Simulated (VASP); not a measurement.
# CsH3 (P1) in VASP: relaxation of cell and atoms with PBE

Aim: the relaxation of cell and atoms of CsH3 with PBE.

Program: VASP 6.6.1. These are calculated values, not measurements. Logs are shortened: lines on timing, memory, paths and dates and some standing lists are left out, and cuts for length are marked.

### 1 The cell of the first run

The typed cell holds 8 atoms: a = 4.292 Å, b = 5.148 Å, c = 7.995 Å, α = 75.82°, β = 74.07°, γ = 63.13°.

### 2 Relaxation of cell and atoms, PBE

INCAR

```
SYSTEM = CsH3
ALGO = Normal
EDIFF = 1E-6
EDIFFG = -0.025
ENCUT = 600
GGA = PE
IBRION = 2
ISIF = 3
ISMEAR = 0
LASPH = .TRUE.
LCHARG = .FALSE.
LREAL = .FALSE.
LWAVE = .FALSE.
NELM = 80
NSW = 80
PREC = Accurate
SIGMA = 0.1
```

KPOINTS

```
k-points
0
G
  4 4 4
  0 0 0
```

POSCAR

```
CsH3
1.0
   -4.2915582748     -0.0342671140      0.0754340387
   -2.2374062987     -2.0269561802      4.1697167446
   -2.1688720707      6.3529521458      4.3421757030
Cs H
2 6
Direct
    0.4912467848      0.7220582708      0.2686258233
    0.4620008839      0.1973742998      0.7694307394
    0.1051361984      0.3852565317      0.4120274684
    0.1456493775      0.7623288726      0.9186652846
    0.8831752567      0.2058858524      0.0609637180
    0.9103641515      0.6632639384      0.5580554362
   -0.0087235354      0.5090344730      0.4829755134
    1.0111508826      1.0547977613      0.0292560167
```

Potentials or basis: VASP PAW PBE potentials, release 64 (Cs_sv, H).

On the command line:

```bash
$ cat potpaw_PBE.64/Cs_sv/POTCAR potpaw_PBE.64/H/POTCAR > POTCAR
$ mpirun -np 1 vasp_std > vasp.out
```

OUTCAR:

```text
SYSTEM = CsH3
   EDIFF = 1E-6
   EDIFFG = -0.025
   ENCUT = 600
   GGA = PE
   IBRION = 2
   ISIF = 3
   ISMEAR = 0
   LASPH = .TRUE.
   LREAL = .FALSE.
   NELM = 80
   NSW = 80
   PREC = Accurate

 ion  position               nearest neighbor table
   1  0.491  0.722  0.269-
   2  0.462  0.197  0.769-
   3  0.105  0.385  0.412-   7 0.84
   4  0.146  0.762  0.919-
   5  0.883  0.206  0.061-   8 0.78
   6  0.910  0.663  0.558-
   7  0.991  0.509  0.483-   3 0.84
   8  0.011  0.055  0.029-   5 0.78

  Warning from LATTYP: Got some problem with cell dimensions!
  Tried to take original basis but could not verify dimensions!
  LATTYP: Found a triclinic cell.
 ALAT       =     4.9953479290
 B/A-ratio  =     1.0305427482
 C/A-ratio  =     1.5953155503
 COS(alpha) =     0.0023200515
 COS(beta)  =     0.2286390372
 COS(gamma) =     0.6422206078

  Lattice vectors:

 A1 = (  -2.0541519761,   1.9926890662,  -4.0942827059)
 A2 = (   2.2374062987,   2.0269561802,  -4.1697167446)
 A3 = (  -2.1226862041,  -6.3872192598,  -4.2667416643)

Analysis of symmetry for initial positions (statically):
=====================================================================
 Subroutine PRICEL returns:
 Original cell was already a primitive cell.

 Routine SETGRP: Setting up the symmetry group for a
 triclinic supercell.

 Subroutine GETGRP returns: Found  1 space group operations
 (whereof  1 operations were pure point group operations)
 out of a pool of  2 trial point group operations.

The static configuration has the point symmetry C_1 .

Analysis of symmetry for dynamics (positions and initial velocities):
=====================================================================
 Subroutine PRICEL returns:
 Original cell was already a primitive cell.

 Routine SETGRP: Setting up the symmetry group for a
 triclinic supercell.

 Subroutine GETGRP returns: Found  1 space group operations
 (whereof  1 operations were pure point group operations)
 out of a pool of  2 trial point group operations.

The dynamic configuration has the point symmetry C_1 .

 Subroutine INISYM returns: Found  1 space group operations
 (whereof  1 operations are pure point group operations),
 and found     1 'primitive' translations

----------------------------------------------------------------------------------------

[... 118 lines left out ...]
   EFERMI =   0.00;   METHOD = LEGACY
   ISMEAR =     0;   SIGMA  =   0.10  broadening in eV -4-tet -1-fermi 0-gaus
   EFERMI_NEDOS =   21; number of points for ismear=-14 and -15
   IALGO  =     38    algorithm
   IMIX   =      4    mixing-type and parameters
     AMIX     =   0.40;   BMIX     =  1.00
     AMIX_MAG =   1.60;   BMIX_MAG =  1.00
  volume/ion in A,a.u.               =      18.75       126.56
  Fermi-wavevector in a.u.,A,eV,Ry     =   0.888698  1.679396 10.745666  0.789784
  Thomas-Fermi vector in A             =   2.010162
   LORBIT       =      0    0 simple, 1 ext, 2 COOP (PROOUT), +10 PAW based schemes
   GGA     = PE    functional components
   LHFCALC =     F    Hartree Fock is set to
   AEXX    =    0.0000 exact exchange contribution
   IVDW    =     0    specifies the selected vdW correction
   LEPSILON=     F    determine dielectric tensor
   LRPA    =     F    only Hartree local field effects (RPA)
 conjugate gradient relaxation of ions
 non-spin polarized calculation
 Gauss-broadening in eV      SIGMA  =   0.10
  energy-cutoff  :      600.00
  volume of cell :      150.03
 maximum number of plane-waves:      5027
 NGX is ok and might be reduce to    36
   NGX = 17   NGY = 21   NGZ = 31

--------------------------------------- Ionic step        1  -------------------------------------------

 number of electron      23.9999999 magnetization

 Free energy of the ion-electron system (eV)
  ---------------------------------------------------
  ext. energy  EPLUGINS =         0.00000000
  ---------------------------------------------------
  free energy    TOTEN  =       -21.69673610 eV

  energy without entropy =      -21.69673610  energy(sigma->0) =      -21.69673610

------------------------ aborting loop because EDIFF is reached ----------------------------------------

  FORCE on cell =-STRESS in cart. coord.  units (eV):
  Direction    XX          YY          ZZ          XY          YZ          ZX
  --------------------------------------------------------------------------------------
  -------------------------------------------------------------------------------------
  Total        0.7497815      1.1657233      4.1322361      0.2797477      0.7566827      0.1941315
  in kB        8.0070435     12.4489566     44.1288481      2.9874734      8.0807422      2.0731630
  external PRESSURE =      21.5282827 kB  Pullay stress =       0.0000000 kB
[... 107 lines left out ...]
  FREE ENERGIE OF THE ION-ELECTRON SYSTEM (eV)
  ---------------------------------------------------
  free  energy   TOTEN  =       -22.0419580545 eV

  energy  without entropy=      -22.0419580545  energy(sigma->0) =      -22.04195805

 E-fermi :   0.0746     XC(G=0):  -7.0870

 val. band max:       -0.4027362113   @ k =   0.5000   0.5000   0.5000
 cond. band min:       2.4003516011   @ k =   0.0000   0.0000   0.0000
 fundamental gap:      2.8030878124
 Fermi energy:         0.0745637984

 k-point     1 :       0.0000    0.0000    0.0000
  band No.  band energies     occupation
      1     -21.7831      2.00000
      2     -21.6816      2.00000
      3      -9.4118      2.00000
      4      -8.4989      2.00000
      5      -8.4132      2.00000
      6      -8.3560      2.00000
[... 459 lines left out ...]
      6      -8.6212      2.00000
[... 9 lines left out ...]
     16       4.3526      0.00000
     17       5.0001      0.00000

 [... further k-points ...]

[... ionic steps 4 to 59 ...]

--------------------------------------- Ionic step       60  -------------------------------------------

 number of electron      23.9999999 magnetization

------------------------ aborting loop because EDIFF is reached ----------------------------------------
[... 79 lines left out ...]
--------------------------------------- Ionic step       62  -------------------------------------------

 number of electron      23.9999999 magnetization

 Free energy of the ion-electron system (eV)
  ---------------------------------------------------
  ext. energy  EPLUGINS =         0.00000000
  ---------------------------------------------------
  free energy    TOTEN  =       -22.40006162 eV

  energy without entropy =      -22.40006162  energy(sigma->0) =      -22.40006162

 E-fermi :  -0.0871     XC(G=0):  -7.1169

 val. band max:       -0.5976218531   @ k =   0.2500   0.0000   0.5000
 cond. band min:       2.4846334585   @ k =   0.0000   0.0000   0.0000
 fundamental gap:      3.0822553116
 Fermi energy:        -0.0870725839

 k-point     1 :       0.0000    0.0000    0.0000
  band No.  band energies     occupation
      1     -21.7885      2.00000
      2     -21.7306      2.00000
      3      -9.3505      2.00000
      4      -8.5288      2.00000
      5      -8.4769      2.00000
      6      -8.3271      2.00000
[... 506 lines left out ...]
  FREE ENERGIE OF THE ION-ELECTRON SYSTEM (eV)
  ---------------------------------------------------
  free  energy   TOTEN  =       -22.4000616181 eV

  energy  without entropy=      -22.4000616181  energy(sigma->0) =      -22.40006162

 reached required accuracy - stopping structural energy minimisation
```

It took 70 min on 1 thread of Oxide Virtual Turin-like, shared host; peak memory 0.35 GiB.

What came out:

```
Free energy                           : -22.4001 eV
Relaxed volume                        : 19.88 Å³/atom
Relaxed cell                          : a = 4.284 Å, b = 5.281 Å, c = 8.029 Å, α = 77.08°, β = 74.75°, γ = 66.30°
Space group after relaxing (to 0.1 Å) : Cm (No. 8)
Energy gained by relaxing             : 87.9 meV/atom
Ionic steps                           : 62
Pressure after relaxing               : 0.0 GPa
Largest force after relaxing          : 0.021 eV/Å
Band gap on the k mesh                : 3.08 eV (least direct gap 3.22 eV)
```

Forces on the atoms (eV/Å):
```
Cs  -0.004  0.001 -0.007
Cs   0.000  0.000  0.006
H    0.003 -0.008 -0.006
H   -0.006  0.002 -0.011
H    0.009  0.000 -0.017
H    0.010  0.004  0.018
H   -0.009 -0.002 -0.002
H   -0.004  0.002  0.019
```

Step by step:
| step | energy change (eV) | largest force (eV/Å) | pressure (GPa) | volume (Å³) |
| --- | --- | --- | --- | --- |
| 1 | 0.0000 | 2.8454 | 2.15 | 150.03 |
| 3 | -0.3452 | 1.1052 | -0.02 | 156.16 |
| 5 | -0.4210 | 0.9102 | 0.34 | 157.23 |
| 7 | -0.5578 | 0.5666 | 0.13 | 161.42 |
| 9 | -0.5807 | 0.3210 | -0.06 | 162.23 |
| 11 | -0.6138 | 0.2629 | -0.17 | 164.29 |
| 13 | -0.6285 | 0.3404 | -0.04 | 164.24 |
| 15 | -0.6447 | 0.2775 | -0.16 | 164.11 |
| 17 | -0.6597 | 0.1928 | -0.20 | 163.37 |
| 19 | -0.6701 | 0.2506 | -0.02 | 162.15 |
| 21 | -0.6797 | 0.1865 | -0.05 | 160.65 |
| 23 | -0.6836 | 0.1506 | -0.04 | 160.02 |
| 25 | -0.6868 | 0.1524 | 0.07 | 159.47 |
| 27 | -0.6900 | 0.1650 | 0.11 | 159.00 |
| 29 | -0.6930 | 0.1292 | 0.04 | 158.77 |
| 31 | -0.6944 | 0.1085 | 0.07 | 158.77 |
| 33 | -0.6957 | 0.1482 | 0.11 | 158.90 |
| 35 | -0.6980 | 0.1042 | 0.02 | 159.41 |
| 37 | -0.6988 | 0.0731 | 0.00 | 159.66 |
| 39 | -0.6996 | 0.1156 | 0.02 | 159.90 |
| 41 | -0.7005 | 0.0654 | -0.03 | 160.28 |
| 43 | -0.7008 | 0.0348 | -0.04 | 160.32 |
| 45 | -0.7011 | 0.0761 | -0.02 | 160.26 |
| 47 | -0.7015 | 0.1897 | 0.05 | 159.87 |
| 49 | -0.7020 | 0.0882 | 0.01 | 159.99 |
| 51 | -0.7023 | 0.0534 | -0.03 | 159.89 |
| 53 | -0.7025 | 0.0437 | -0.02 | 159.76 |
| 55 | -0.7029 | 0.0550 | 0.02 | 159.47 |
| 57 | -0.7029 | 0.0722 | 0.04 | 159.35 |
| 59 | -0.7032 | 0.0545 | 0.03 | 159.19 |
| 61 | -0.7033 | 0.0392 | 0.01 | 159.05 |
| 62 | -0.7033 | 0.0211 | 0.01 | 159.04 |

Final structure:
```xyz
8
Lattice="-4.2841 -0.0013 -0.0126 -2.1349 -2.1474 4.3269 -2.1264 6.4196 4.3276" Properties=species:S:1:pos:R:3 pbc="T T T"
Cs   -4.2574   -0.0064    4.1208
Cs   -4.2591    4.2811    4.1013
H    -2.1224    2.1534    2.9535
H    -4.2269    4.2764    7.3022
H    -4.3307   -0.0116    1.1844
H    -6.4315    2.1245    5.4769
H    -6.4128    2.1353    4.6902
H    -4.2943   -0.0066    0.3986
```

Levels at points of the mesh, in eV from the valence-band top:
```tsv
k point	band 10	band 11	band 12	band 13	band 14	band 15
(0.00, 0.00, 0.00)	-5.81	-0.25	-0.14	3.08	3.39	4.51
(0.50, 0.00, 0.00)	-5.80	-0.24	-0.01	3.37	3.41	4.98
(0.00, 0.50, 0.00)	-5.94	-0.35	-0.33	3.88	3.89	6.11
(0.50, 0.50, 0.00)	-6.08	-0.18	-0.16	4.24	4.29	4.36
(0.00, 0.00, 0.50)	-6.09	-0.24	-0.22	3.90	3.94	4.27
(0.50, 0.00, 0.50)	-6.06	-0.15	-0.13	4.17	4.21	4.32
(0.00, 0.50, 0.50)	-5.82	-0.43	-0.27	3.42	3.98	5.36
(0.50, 0.50, 0.50)	-5.83	-0.29	-0.01	3.41	3.44	4.97
```

Caveat: spin-orbit coupling is left out, which moves the levels of the heavy elements. A k mesh can miss the band edges.
